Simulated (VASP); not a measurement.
Set up this calculation in VASP 6.6.1, as the native input.

* Task: single point
* Functional: PBE
* Potentials or basis: VASP PAW PBE potentials, release 64 (Os, Au)
* Cutoff: 600 eV
* k mesh: 5 × 5 × 5
* Occupations: gaussian, width 0.2 eV
* Spin: no spin polarisation
* Dipole correction: no
* Further INCAR settings: ALGO = Normal; EDIFF = 1e-06; NBANDS = 26

The structure of Os3Au lies in POSCAR:

```
Os3Au
1.0
   -2.5952998654      2.5952998654      2.5952998654
    2.5952998654     -2.5952998654      2.5952998654
    2.5952998654      2.5952998654     -2.5952998654
Os Au
3 1
Direct
    0.0000000000      0.5000000000      0.5000000000
    0.5000000000      0.0000000000      0.5000000000
    0.5000000000      0.5000000000      0.0000000000
    0.0000000000      0.0000000000      0.0000000000
```

The cell was generated, and may not be a known phase.

One way to write it, as run:

INCAR

```
SYSTEM = Os3Au
PREC = Accurate ; ENCUT = 600
EDIFF = 1E-6 ; ISMEAR = 0
SIGMA = 0.2 ; LREAL = .FALSE.
LASPH = .TRUE. ; NELM = 120
ALGO = Normal ; ISIF = 2
LWAVE = .FALSE. ; LCHARG = .FALSE.
GGA = PE ; NBANDS = 26
GGA_COMPAT = .FALSE.
```

KPOINTS

```
regular mesh
0
G
  5 5 5
  0 0 0
```

Potentials or basis: VASP PAW PBE potentials, release 64 (Os, Au).

Command:

```console
$ cat potpaw_PBE.64/Os/POTCAR potpaw_PBE.64/Au/POTCAR > POTCAR
$ mpirun -np 1 vasp_std > vasp.out
```

Results of the run:

* Pressure: -0.6 GPa
* Band gap on the k mesh: zero (an odd number of electrons rules out a gap without spin polarisation)

Caveat: spin-orbit coupling is left out, which moves the levels of the heavy elements.

Run time: 23 s on 1 thread of Intel Xeon 8259CL, with other jobs on the host, peak memory 0.21 GiB.
